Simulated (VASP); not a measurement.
SiNi3:

```
Ni Si
1.0
     3.54200    0.00000    0.00000
     0.00000    3.54200    0.00000
     0.00000    0.00000    3.54200
Ni Si
3 1
Direct
  0.50000 0.50000 0.00000
  0.50000 0.00000 0.50000
  0.00000 0.50000 0.50000
  0.00000 0.00000 0.00000
```

Base run:

| Property | Result |
| --- | --- |
| Program | VASP 6.6.1 |
| Functional | PBEsol |
| Potentials or basis | VASP PAW PBE potentials, release 64 (Ni_sv_GW, Si) |
| Cutoff | 690 eV |
| k mesh | 6 × 6 × 6 |
| Occupations | fermi-dirac, width 0.05 eV |
| Spin | collinear spin, ferromagnetic start |
| Starting moments | [1.5, 1.5, 1.5, 0.0] μB |
| Fixed moment | 4.5 μB |

Its results: pressure 3.4 GPa; site moments Ni +1.24; Si +0.30 μB.

Q: After a change of settings the same cell gave: pressure -12.6 GPa; site moments Ni +0.51; Si +0.02 μB. Which change was it?
A. functional from PBEsol to PBE
B. fixed moment from 4.5 μB to 1.5 μB; moments at the start from [1.5, 1.5, 1.5, 0.0] to [0.5, 0.5, 0.5, 0.0]
C. fixed moment from 4.5 μB to 6 μB; moments at the start from [1.5, 1.5, 1.5, 0.0] to [2.0, 2.0, 2.0, 0.0]

A: B.

Caveats: the PAW data sets were made with another functional, which shifts forces and pressure a little; the total moment is fixed, so each spin has its own Fermi level and the state may be an excited one; the cell stands under pressure (at least some runs); the cell stands under tension (at least some runs).
